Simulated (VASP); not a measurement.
Wanted: the native input for a VASP 6.6.1 run.

* Task: single point
* Functional: PBEsol
* Potentials or basis: VASP PAW PBE potentials, release 64 (Mg, Tl_d)
* Cutoff: 520 eV
* k mesh: 5 × 5 × 5
* Occupations: methfessel-paxton, width 0.1 eV
* Spin: no spin polarisation
* Dipole correction: no
* Further INCAR settings: ALGO = Normal; EDIFF = 1e-07; NBANDS = 14

The structure of MgTl lies in POSCAR:

```
MgTl
1.0
    3.6280000000      0.0000000000      0.0000000000
    0.0000000000      3.6280000000      0.0000000000
    0.0000000000      0.0000000000      3.6280000000
Mg Tl
1 1
Direct
    0.0150000000      0.0000000000      0.0000000000
    0.5000000000      0.5000000000      0.5000000000
```

One way to write it, as run:

INCAR

```
SYSTEM = MgTl
PREC = Accurate
ENCUT = 520
EDIFF = 1E-7
ISMEAR = 1
SIGMA = 0.1
LREAL = .False.
LASPH = .True.
NELM = 80
ALGO = Normal
ISIF = 2
LWAVE = .False.
LCHARG = .False.
GGA = PS
NBANDS = 14
```

KPOINTS

```
regular mesh
0
Gamma
  5 5 5
  0 0 0
```

Potentials or basis: VASP PAW PBE potentials, release 64 (Mg, Tl_d).

The run is started by

```sh
$ cat potpaw_PBE.64/Mg/POTCAR potpaw_PBE.64/Tl_d/POTCAR > POTCAR
$ mpirun -np 1 vasp_std > vasp.out
```

It gave:

- Pressure: -0.2 GPa
- Largest force: 0.091 eV/Å

Caveat: the PAW data sets were made with another functional, which shifts forces and pressure a little.

Run time: 5.1 s on 1 thread of Intel(R) Xeon(R) 6975P-C (Granite Rapids), with other jobs on the host, peak memory 0.16 GiB.
